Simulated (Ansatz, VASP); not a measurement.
SrO: VASP beside Ansatz

POSCAR

```
SrO
1.0
    3.1028650671      0.0856390759      0.0000000000
    0.0856390759      3.1028650671      0.0000000000
    0.0000000000      0.0000000000      3.1028650671
Sr O
1 1
Direct
    0.0000000000      0.0000000000      0.0000000000
    0.5000000000      0.5000000000      0.5000000000
```

INCAR.step1

```
ALGO = Normal
EDIFF = 1E-4
ENCUT = 520
GGA = PE
ISMEAR = 0
LASPH = True
LCHARG = False
LREAL = False
LWAVE = True
NBANDS = 15
NELM = 100
PREC = Accurate
SIGMA = 0.01
```

The input INCAR.step2:

```
ALGO = Normal
EDIFF = 1E-7
ENCUT = 520
ISIF = 2
ISMEAR = 0
ISTART = 1
LASPH = True
LCHARG = False
LMIXTAU = True
LREAL = False
LWAVE = False
METAGGA = R2SCAN
NBANDS = 15
NELM = 100
PREC = Accurate
SIGMA = 0.01
```

The input KPOINTS:

```
k-points
0
Gamma
  8 8 8
```

Input for Ansatz:

```yaml
crystal:
  lattice:
    - [3.1028650671, 0.0856390759, 0.0]
    - [0.0856390759, 3.1028650671, 0.0]
    - [0.0, 0.0, 3.1028650671]
  atoms:
    - { symbol: Sr, position: [0.0, 0.0, 0.0] }
    - { symbol: O, position: [0.5, 0.5, 0.5] }
kpoints:
  mp_grid: { grid: [8, 8, 8] }
  band_path:
    path:
      - [0.0, 0.0, 0.0]
      - [0.0, 0.5, 0.0]
      - [0.5, 0.5, 0.0]
      - [0.5, 0.5, 0.5]
      - [0.0, 0.5, 0.5]
    npoints: 1
hamiltonian:
  xc: r2scan
scf:
  occupations: { method: fixed }
  n_extra_bands: 4
output:
  forces: true
  stress: true
  eigenvalues: true
```

Change from the starting cell: shear_xy strain +5.5%.

Alike in both runs: task single point; functional r2SCAN; k mesh 8 × 8 × 8; no spin polarisation.

|  | VASP | Ansatz |
| --- | --- | --- |
| version | VASP 6.6.1 | Ansatz 0.2.0 |
| potentials or method | VASP PAW PBE potentials, release 64 (Sr_sv, O) | plane waves, PAW |
| plane-wave cutoff (eV) | 520 | 500 |
| occupations | gaussian, width 0.01 eV | fixed |
| valence electrons in the cell | 16 | 16 |

```tsv
	VASP	Ansatz	Ansatz less VASP
gap on the k mesh at the Fermi level (eV)	3.25	3.32	+0.064
pressure (GPa)	1.1	0.4	-0.76
traceless stress, the component that is largest in VASP (GPa)	-0.29	-0.19	+0.104
```

VASP's potentials were made for PBE, not for r2SCAN.
